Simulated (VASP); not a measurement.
Set up this calculation in VASP 6.6.1, as the native input.

```yaml
Task: single point
Functional: PBE
Potentials_or_basis: VASP PAW PBE potentials, release 64 (Si, C)
Cutoff: 520 eV
k_mesh: 6 × 6 × 2
Occupations: gaussian, width 0.1 eV
Spin: no spin polarisation
Dipole_correction: no
Further_INCAR_settings: ALGO = Normal; EDIFF = 1e-07; NBANDS = 16
```

The structure of Si3C lies in POSCAR:

```
Si3C
1.0
    2.6517100559      0.0000000000      0.0000000000
    0.0000000000      2.6517100559      0.0000000000
    0.0000000000      0.0000000000      7.0824831204
Si C
3 1
Direct
    0.0000000000      0.0000000000      0.8312955716
    0.5000000000      0.5000000000      0.5000000000
    0.0000000000      0.0000000000      0.1687044284
    0.5000000000      0.5000000000      0.0000000000
```

One way to write it, as run:

INCAR

```
PREC = Accurate
ENCUT = 520
EDIFF = 1E-7
ISMEAR = 0
SIGMA = 0.1
LREAL = F
LASPH = T
NELM = 60
ALGO = Normal
ISIF = 2
LWAVE = F
LCHARG = F
GGA = PE
NBANDS = 16
```

KPOINTS

```
Automatic mesh
0
Gamma
  6 6 2
```

Potentials or basis: VASP PAW PBE potentials, release 64 (Si, C).

Command:

```console
$ cat potpaw_PBE.64/Si/POTCAR potpaw_PBE.64/C/POTCAR > POTCAR
$ mpirun -np 1 vasp_std > vasp.out
```

Results of the run:

The pressure is -0.1 GPa and the largest force is 0.018 eV/Å. The band gap on the k mesh is zero (band 8 reaches 12.67 eV, above the bottom of band 9 at 7.97 eV).

Caveat: the k points lie up to 0.44 Å⁻¹ apart.

It took 9.2 s on 1 thread of AMD EPYC 7R13 Processor (Zen 3) (shared host), peak memory 0.12 GiB.
